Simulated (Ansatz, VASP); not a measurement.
# One calculation of ZnS, two programs

POSCAR

```
ZnS
1.0
    3.5895904813     -0.0271014082      0.0000000000
   -1.8182657486      3.1222272501      0.0000000000
    0.0000000000      0.0000000000      5.8799973210
Zn S
2 2
Direct
    0.0000000000      0.0000000000      0.0000000000
    0.0000000000      0.0000000000      0.5000000000
    0.3350953927      0.6666908812      0.2500000000
    0.6649046073      0.3333091188      0.7500000000
```

INCAR.step1

```
ALGO = Normal
EDIFF = 1E-4
ENCUT = 520
GGA = PE
ISMEAR = 0
LASPH = True
LCHARG = False
LREAL = False
LWAVE = True
NBANDS = 26
NELM = 60
PREC = Accurate
SIGMA = 0.01
```

The input INCAR.step2:

```
ALGO = Normal
EDIFF = 1E-6
ENCUT = 520
ISIF = 2
ISMEAR = 0
ISTART = 1
LASPH = True
LCHARG = False
LMIXTAU = True
LREAL = False
LWAVE = False
METAGGA = R2SCAN
NBANDS = 26
NELM = 60
PREC = Accurate
SIGMA = 0.01
```

The input KPOINTS:

```
k-points
0
Gamma
  12 12 4
```

Input for Ansatz:

```yaml
crystal:
  lattice:
    - [3.5895904813, -0.0271014082, 0.0]
    - [-1.8182657486, 3.1222272501, 0.0]
    - [0.0, 0.0, 5.879997321]
  atoms:
    - { symbol: Zn, position: [0.0, 0.0, 0.0] }
    - { symbol: Zn, position: [0.0, 0.0, 0.5] }
    - { symbol: S, position: [0.3350953927, 0.6666908812, 0.25] }
    - { symbol: S, position: [0.6649046073, 0.3333091188, 0.75] }
kpoints:
  mp_grid: { grid: [12, 12, 4] }
  band_path:
    path:
      - [0.0, 0.0, 0.0]
      - [0.5, 0.0, 0.0]
      - [0.3333333333, 0.3333333333, 0.0]
      - [0.0, 0.0, 0.5]
      - [0.5, 0.0, 0.5]
      - [0.3333333333, 0.3333333333, 0.5]
      - [0.2, 0.0, 0.0]
    npoints: 1
hamiltonian:
  xc: r2scan
scf:
  occupations: { method: fixed }
  n_extra_bands: 5
output:
  forces: true
  stress: true
  eigenvalues: true
```

Change from the starting cell: shear_xy strain -1.5%.

Alike in both runs: task single point; functional r2SCAN; k mesh 12 × 12 × 4; no spin polarisation.

```csv
,VASP,Ansatz
version,VASP 6.6.1,Ansatz 0.2.0
potentials or method,"VASP PAW PBE potentials, release 64 (Zn, S)","plane waves, PAW"
plane-wave cutoff (eV),520,500
occupations,"gaussian, width 0.01 eV",fixed
valence electrons in the cell,36,36
```

```tsv
	VASP	Ansatz	Ansatz less VASP
gap on the k mesh at the Fermi level (eV)	0.78	0.78	+0.005
pressure (GPa)	0.2	0.0	-0.13
traceless stress, the component that is largest in VASP (GPa)	0.44	0.41	-0.023
```

VASP's potentials were made for PBE, not for r2SCAN.
